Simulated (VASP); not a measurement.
Write the native input for VASP 6.6.1 that does the following.

* Task: single point
* Functional: LDA
* Potentials or basis: VASP PAW LDA potentials, release 64 (Al)
* Cutoff: 520 eV
* k mesh: 18 × 18 × 18
* Occupations: gaussian, width 0.1 eV
* Spin: no spin polarisation
* Dipole correction: no
* Further INCAR settings: ALGO = Normal; EDIFF = 1e-06; NBANDS = 8

The structure of Al lies in POSCAR:

```
Al
1.0
    0.0000000000      1.9917807489      1.9917807489
    1.9917807489      0.0000000000      1.9917807489
    1.9917807489      1.9917807489      0.0000000000
Al
1
Direct
    0.0000000000      0.0000000000      0.0000000000
```

The input as run:

INCAR

```
PREC     = Accurate       # precision mode
ENCUT    = 520            # plane-wave cutoff, eV
EDIFF    = 1E-6           # SCF threshold, eV
ISMEAR   = 0              # smearing method
SIGMA    = 0.1            # smearing width, eV
LREAL    = F              # projectors in reciprocal space
LASPH    = T              # aspherical terms in the spheres
NELM     = 80             # most SCF steps
ALGO     = Normal         # electronic algorithm
ISIF     = 2              # what is computed and relaxed
LWAVE    = F              # write WAVECAR
LCHARG   = F              # write CHGCAR
NBANDS   = 8              # bands
```

KPOINTS

```
regular mesh
0
Gamma
  18 18 18
```

Potentials or basis: VASP PAW LDA potentials, release 64 (Al).

The run is started by

```bash
$ cat potpaw_LDA.64/Al/POTCAR > POTCAR
$ mpirun -np 1 vasp_std > vasp.out
```

Results of the run:

The pressure is 0.1 GPa.

It used 9.5 s of CPU time on 1 thread of Intel Xeon 6455B, on a shared host.
